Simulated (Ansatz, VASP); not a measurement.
## One calculation of GaN, two programs

Contents of POSCAR:

```
GaN
1.0
    0.0000000000      2.2383759866      2.2383759866
    2.2383759866      0.0000000000      2.2383759866
    2.2383759866      2.2383759866      0.0000000000
Ga N
1 1
Direct
    0.0000000000      0.0000000000      0.0000000000
    0.2500000000      0.2500000000      0.2500000000
```

Contents of INCAR.step1:

```
SYSTEM = GaN
PREC = Accurate ; ENCUT = 910
EDIFF = 1E-5 ; ISMEAR = -1
SIGMA = 0.05 ; LREAL = .False.
LASPH = .True. ; NELM = 120
ALGO = Normal ; ISIF = 2
LWAVE = .True. ; NBANDS = 16
GGA = PE ; GGA_COMPAT = .False.
```

Contents of INCAR.step2:

```
SYSTEM = GaN
PREC = Accurate ; ENCUT = 910
EDIFF = 1E-6 ; ISMEAR = -1
SIGMA = 0.05 ; LREAL = .False.
LASPH = .True. ; NELM = 120
ALGO = Normal ; ISIF = 2
LWAVE = .False. ; LCHARG = .True.
GGA = B5 ; LHFCALC = .True.
AEXX = 0.2 ; AGGAX = 0.72
AGGAC = 0.81 ; ALDAC = 0.19
PRECFOCK = Normal ; LELF = .True.
LVHAR = .True. ; NBANDS = 16
ISTART = 1 ; GGA_COMPAT = .False.
```

KPOINTS

```
Automatic mesh
0
Gamma
  5 5 5
  0 0 0
```

The input input.yaml:

```yaml
crystal:
  lattice:
    - [0.0, 2.2383759866, 2.2383759866]
    - [2.2383759866, 0.0, 2.2383759866]
    - [2.2383759866, 2.2383759866, 0.0]
  atoms:
    - { symbol: Ga, position: [0.0, 0.0, 0.0] }
    - { symbol: "N", position: [0.25, 0.25, 0.25] }
hamiltonian:
  xc: b3lyp5
  pseudopotentials: { kind: paw }
kpoints:
  mp_grid: { grid: [5, 5, 5] }
scf:
  occupations: { method: fermi_dirac, width: 0.05 }
output:
  forces: true
  stress: true
  eigenvalues: true
  write_density: true
  write_potential: true
  elf: true
  volumetric_format: npy
```

Alike in both runs: task single point; functional B3LYP5; k mesh 5 × 5 × 5; occupations fermi-dirac, width 0.05 eV; no spin polarisation.

|  | VASP | Ansatz |
| --- | --- | --- |
| version | VASP 6.6.1 | Ansatz 0.2.0 |
| potentials or method | VASP PAW PBE potentials, release 64 (Ga_d, N_h) | Ansatz PAW |
| plane-wave cutoff (eV) | 910 | 420 |
| valence electrons in the cell | 18 | 18 |

|  | VASP | Ansatz | Ansatz less VASP |
| --- | --- | --- | --- |
| gap on the k mesh at the Fermi level (eV) | 3.58 | 3.55 | -0.029 |
| least direct gap on the mesh (eV) | 3.58 | 3.55 | -0.029 |

VASP's potentials were made for PBE, not for B3LYP5.

The k mesh is coarse, so the values compare programs but aren't converged. Noted on VASP's run: the cutoff is short for stress, so the pressure is rough. Noted on Ansatz's run: odd divisions of the mesh miss points on the zone boundary, where band edges often lie, so the gap on the mesh can be too wide.
